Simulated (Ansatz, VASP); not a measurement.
**One calculation of Al, two programs**

Contents of INCAR:

```
  PREC = Accurate
  ENCUT = 400
  EDIFF = 1E-6
  ISMEAR = 1
  SIGMA = 0.1
  LREAL = F
  LASPH = T
  NELM = 120
  ALGO = Normal
  ISIF = 2
  LWAVE = F
  LCHARG = T
  LDIPOL = T
  IDIPOL = 3
  DIPOL = 0.5 0.5 0.664
  GGA = PE
  LELF = T
  LVHAR = T
  LVACPOTAV = T
  NBANDS = 14
  GGA_COMPAT = F
  NELMDL = -8
```

Contents of KPOINTS:

```
Automatic mesh
0
Gamma
  12 12 1
```

The input POSCAR:

```
Al
1.0
    3.0028735209      0.0000000000      0.0000000000
    0.0000000000      3.0028735209      0.0000000000
    0.0000000000      0.0000000000     26.0044829957
Al
4
Direct
    0.0000000000      0.0000000000      0.5522015824
    0.5000000000      0.5000000000      0.6262077684
    0.0000000000      0.0000000000      0.7005915882
    0.5000000000      0.5000000000      0.7760673018
```

Input for Ansatz:

```yaml
crystal:
  lattice:
    - [3.0028735209, 0.0, 0.0]
    - [0.0, 3.0028735209, 0.0]
    - [0.0, 0.0, 26.0044829957]
  atoms:
    - { symbol: Al, position: [0.0, 0.0, 0.5522015824] }
    - { symbol: Al, position: [0.5, 0.5, 0.6262077684] }
    - { symbol: Al, position: [0.0, 0.0, 0.7005915882] }
    - { symbol: Al, position: [0.5, 0.5, 0.7760673018] }
basis:
  ecutwfc: 420
kpoints:
  mp_grid: { grid: [12, 12, 1] }
hamiltonian:
  xc: pbe
  pseudopotentials: { kind: paw, azcp: { folder: soft_1 } }
scf:
  occupations: { method: methfessel_paxton, width: 0.1 }
  n_extra_bands: 7
  max_iter: 160
output:
  forces: true
  eigenvalues: true
  write_density: true
  write_potential: true
  elf: true
  volumetric_format: npy
efield:
  axis: 3
  dipole_correction: true
```

Alike in both runs: task single point; functional PBE; k mesh 12 × 12 × 1; occupations methfessel-paxton of order 1, width 0.1 eV; no spin polarisation.

|  | VASP | Ansatz |
| --- | --- | --- |
| version | VASP 6.6.1 | Ansatz 0.2.0 |
| potentials or method | VASP PAW PBE potentials, release 64 (Al), cutoff 400 eV | scalar-relativistic, plane waves, PAW |
| valence electrons in the cell | 12 | 12 |

|  | VASP | Ansatz | Ansatz less VASP |
| --- | --- | --- | --- |
| gap on the k mesh at the Fermi level (eV) | none | none | - |
| rms of the force components (eV/Å) | 0.060 | 0.060 | +0.0003 |

Atom by atom the forces differ by 0.000 eV/Å (rms over components). A gap of «none» marks a metal or a gap that the smearing closes. With one functional, cell and mesh, what is left measures potentials, basis and numerics. Ansatz's warnings: xc potential rough in thin density.
